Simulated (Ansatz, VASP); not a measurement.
One calculation of BaMo3, two programs

```
CELL_PARAMETERS angstrom
7.74869 0.00000 0.00000
-3.87435 6.71056 0.00000
0.00000 0.00000 4.30293
ATOMIC_POSITIONS crystal
Ba 0.33333 0.66667 0.25000
Ba 0.66667 0.33333 0.75000
Mo 0.88771 0.77542 0.25000
Mo 0.11229 0.88771 0.75000
Mo 0.22458 0.11229 0.25000
Mo 0.11229 0.22458 0.75000
Mo 0.88771 0.11229 0.25000
Mo 0.77542 0.88771 0.75000
```

Alike in both runs: functional PBE; k mesh 6 × 6 × 10; occupations gaussian, width 0.1 eV; no spin polarisation.

Ansatz relaxed the structure, and its values are those at the end. VASP's run is a single point on that final structure, the one shown.

|  | VASP | Ansatz |
| --- | --- | --- |
| version | VASP 6.6.1 | Ansatz 0.2.0 |
| potentials or method | VASP PAW PBE potentials, release 64 (Ba_sv, Mo_sv), cutoff 520 eV | scalar-relativistic, plane waves, PAW |
| valence electrons in the cell | 104 | 104 |

```csv
,VASP,Ansatz,Ansatz less VASP
gap on the k mesh at the Fermi level (eV),none,none,-
pressure (GPa),0.4,0.0,-0.36
rms of the force components (eV/Å),0.014,0.000,-0.0141
```

A gap of «none» marks a metal or a gap that the smearing closes.

Spin-orbit coupling is off throughout.
